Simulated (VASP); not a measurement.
Crystal: Ag.

```
Ag
1.0
     0.00000    2.04275    2.04275
     2.04275    0.00000    2.04275
     2.04275    2.04275    0.00000
Ag
1
Direct
  0.00000 0.00000 0.00000
```

```yaml
Program: VASP 6.6.1
Task: relaxation of cell and atoms
Functional: PBEsol
Potentials_or_basis: VASP PAW PBE potentials, release 64 (Ag)
Cutoff: 600 eV
k_mesh: 10 × 10 × 10
Occupations: gaussian, width 0.05 eV
Spin: no spin polarisation
```

At the start: pressure -2.5 GPa; volume 17.05 Å³/atom.

Task: How do energy, volume and symmetry change on relaxing?

Result: Over 3 steps the energy falls by 3.0 meV/atom and the volume is 16.67 Å³/atom (-2.2 %); space group Fm-3m (No. 225, to 0.05 Å).

Step by step:
```csv
step,energy change (eV),largest force (eV/Å),pressure (GPa),volume (Å³)
1,0.0000,0.0000,-2.46,17.05
2,-0.0015,0.0000,1.86,16.41
3,-0.0030,0.0000,0.00,16.67
```

Final structure:
```xyz
1
Lattice="0.0000 2.0274 2.0274 2.0274 0.0000 2.0274 2.0274 2.0274 0.0000" Properties=species:S:1:pos:R:3 pbc="T T T"
Ag    0.0000    0.0000    0.0000
```

Caveat: the PAW data sets were made with another functional, which shifts forces and pressure a little.
